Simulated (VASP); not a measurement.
Crystal: TaAs.

```
CELL_PARAMETERS angstrom
-1.72181 1.72181 5.86794
1.72181 -1.72181 5.86794
1.72181 1.72181 -5.86794
ATOMIC_POSITIONS crystal
Ta 0.49997 0.49997 0.00000
Ta 0.24997 0.74997 0.50000
As 0.08263 0.08263 0.00000
As 0.83263 0.33263 0.50000
```

Base run:

| Quantity | Value |
| --- | --- |
| Program | VASP 6.6.1 |
| Functional | LDA |
| Potentials or basis | VASP PAW LDA potentials, release 64 (Ta_pv, As) |
| Cutoff | 520 eV |
| k mesh | 11 × 11 × 11 |
| Occupations | fermi-dirac, width 0.05 eV |
| Spin | no spin polarisation |

Its results: pressure -6.6 GPa; largest force 0.022 eV/Å.

Task: The run is repeated on the same cell with these changes: potentials or basis from VASP PAW LDA potentials, release 64 (Ta_pv, As) to VASP PAW LDA potentials, release 64 (Ta_sv_GW, As_d); cutoff from 520 eV to 600 eV; further incar settings from ALGO = Normal; EDIFF = 1e-07; NBANDS = 24 to ALGO = Normal; EDIFF = 1e-06; NBANDS = 36; valence electrons from 32 to 56. What comes out?

Result: Pressure -7.0 GPa; largest force 0.020 eV/Å.

Caveats: the cell stands under tension.
